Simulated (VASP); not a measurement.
The system is Sr2Y.

```
CELL_PARAMETERS angstrom
4.51665 0.00000 0.00000
-2.25833 3.91154 0.00000
0.00000 0.00000 4.87678
ATOMIC_POSITIONS crystal
Sr 0.33333 0.66667 0.50000
Sr 0.66667 0.33333 0.50000
Y 0.00000 0.00000 0.00000
```

- Program: VASP 6.6.1
- Task: relaxation of cell and atoms
- Functional: PBE
- Potentials or basis: VASP PAW PBE potentials, release 64 (Sr_sv, Y_sv)
- Cutoff: 600 eV
- k mesh: 6 × 6 × 4
- Occupations: gaussian, width 0.1 eV
- Spin: no spin polarisation

At the start: pressure 16.5 GPa; volume 28.72 Å³/atom.

How do energy, volume and symmetry change on relaxing?

Over 11 steps the energy falls by 1467.4 meV/atom and the volume is 43.42 Å³/atom (+51.2 %); space group P6/mmm (No. 191, to 0.1 Å) before and after.

The path:
| step | energy change (eV) | largest force (eV/Å) | pressure (GPa) | volume (Å³) |
| --- | --- | --- | --- | --- |
| 1 | 0.0000 | 0.0000 | 16.48 | 86.16 |
| 2 | -2.6648 | 0.0000 | 1.81 | 127.74 |
| 3 | -2.9911 | 0.0000 | -0.81 | 149.70 |
| 4 | -3.0183 | 0.0000 | -1.46 | 159.26 |
| 5 | -3.7310 | 0.0000 | -1.74 | 154.55 |
| 6 | -2.9738 | 0.0000 | 1.74 | 124.97 |
| 7 | -4.2124 | 0.0000 | -1.62 | 148.11 |
| 8 | -4.3463 | 0.0000 | -1.33 | 141.68 |
| 9 | -4.3426 | 0.0000 | -1.44 | 143.09 |
| 10 | -4.3458 | 0.0000 | -1.40 | 142.60 |
| 11 | -4.4022 | 0.0000 | 0.05 | 130.27 |

Final structure:
```xyz
3
Lattice="6.3621 0.0000 0.0000 -3.1810 5.5097 0.0000 0.0000 0.0000 3.7164" Properties=species:S:1:pos:R:3 pbc="T T T"
Sr    0.0000    3.6731    1.8582
Sr    3.1810    1.8366    1.8582
Y     0.0000    0.0000    3.7164
```

Caveat: the volume moved by over 15 % at a fixed basis, so the end points are rough.
